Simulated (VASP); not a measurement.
Tl2S (lda):

```xyz
3
Lattice="4.0500 0.0000 0.0000 -2.0250 3.5074 0.0000 0.0000 0.0000 6.0633" Properties=species:S:1:pos:R:3 pbc="T T T"
Tl    0.0000    2.3383    4.4008
Tl    2.0250    1.1691    1.6626
S     0.0000    0.0000    0.0000
```

* Program: VASP 6.6.1
* Task: relaxation of cell and atoms
* Functional: LDA
* Potentials or basis: VASP PAW LDA potentials, release 64 (Tl_d, S)
* Cutoff: 600 eV
* k mesh: 12 × 12 × 8
* Occupations: gaussian, width 0.1 eV
* Spin: no spin polarisation

At the start: pressure -1.0 GPa; volume 28.71 Å³/atom.

**Question.** How do energy, volume and symmetry change on relaxing?

**Answer.** Over 28 steps the energy falls by 10.2 meV/atom and the volume is 27.32 Å³/atom (-4.8 %); space group P-3m1 (No. 164, to 0.05 Å).

The path:
```tsv
step	energy change (eV)	largest force (eV/Å)	pressure (GPa)	volume (Å³)
1	0.0000	0.0053	-0.97	86.13
2	-0.0087	0.1417	-0.07	83.98
3	-0.0089	0.1695	0.13	83.58
4	-0.0125	0.1537	0.15	83.25
5	-0.0213	0.1020	0.21	82.23
6	-0.0260	0.0238	0.54	80.16
7	-0.0267	0.0166	0.46	80.74
8	-0.0258	0.1261	-0.66	82.76
9	-0.0283	0.0481	-0.06	81.64
10	-0.0294	0.0255	-0.03	81.81
11	-0.0303	0.0100	0.00	82.11
12	-0.0303	0.0204	-0.04	82.20
13	-0.0303	0.0181	-0.03	82.18
14	-0.0304	0.0138	0.00	82.04
15	-0.0305	0.0055	0.08	81.74
16	-0.0305	0.0083	0.07	81.82
17	-0.0305	0.0069	0.00	81.92
18	-0.0305	0.0047	0.00	81.91
19	-0.0305	0.0028	-0.01	81.91
20	-0.0305	0.0018	0.03	81.86
21	-0.0305	0.0025	0.02	81.89
22	-0.0305	0.0040	0.01	81.90
23	-0.0305	0.0053	0.03	81.90
24	-0.0305	0.0054	0.02	81.90
25	-0.0305	0.0041	-0.01	81.95
26	-0.0305	0.0040	-0.01	81.96
27	-0.0305	0.0037	-0.02	82.00
28	-0.0306	0.0006	0.00	81.97
```

Final structure:
```
Tl S
1.0
     4.13621    0.00000    0.00000
    -2.06811    3.58206    0.00000
     0.00000    0.00000    5.53228
Tl S
2 1
Direct
  0.33333 0.66667 0.71393
  0.66667 0.33333 0.28607
  0.00000 0.00000 0.00000
```
